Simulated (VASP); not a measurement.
Crystal: BaHf.

```
CELL_PARAMETERS angstrom
3.41066 0.00000 0.00000
-1.70533 2.95372 0.00000
0.00000 0.00000 6.16754
ATOMIC_POSITIONS crystal
Ba 0.00000 0.00000 0.00000
Hf 0.66667 0.33333 0.50000
```

```yaml
Program: VASP 6.6.1
Task: relaxation of cell and atoms
Functional: PBE
Potentials_or_basis: VASP PAW PBE potentials, release 64 (Ba_sv, Hf_pv)
Cutoff: 600 eV
k_mesh: 18 × 18 × 10
Occupations: gaussian, width 0.1 eV
Spin: no spin polarisation
```

At the start: pressure 1.0 GPa; volume 31.07 Å³/atom.

**Question.** How do energy, volume and symmetry change on relaxing?

**Answer.** Over 5 steps the energy falls by 3.4 meV/atom and the volume is 31.91 Å³/atom (+2.7 %); space group P-6m2 (No. 187, to 0.1 Å) before and after.

Step by step:
```tsv
step	energy change (eV)	largest force (eV/Å)	pressure (GPa)	volume (Å³)
1	0.0000	0.0000	1.02	62.13
2	-0.0062	0.0000	-0.08	63.92
3	-0.0062	0.0000	-0.08	63.92
4	-0.0067	0.0000	-0.03	63.87
5	-0.0069	0.0000	0.01	63.81
```

Final structure:
```
CELL_PARAMETERS angstrom
3.46102 0.00000 0.00000
-1.73051 2.99733 0.00000
0.00000 0.00000 6.15138
ATOMIC_POSITIONS crystal
Ba 0.00000 0.00000 0.00000
Hf 0.66667 0.33333 0.50000
```
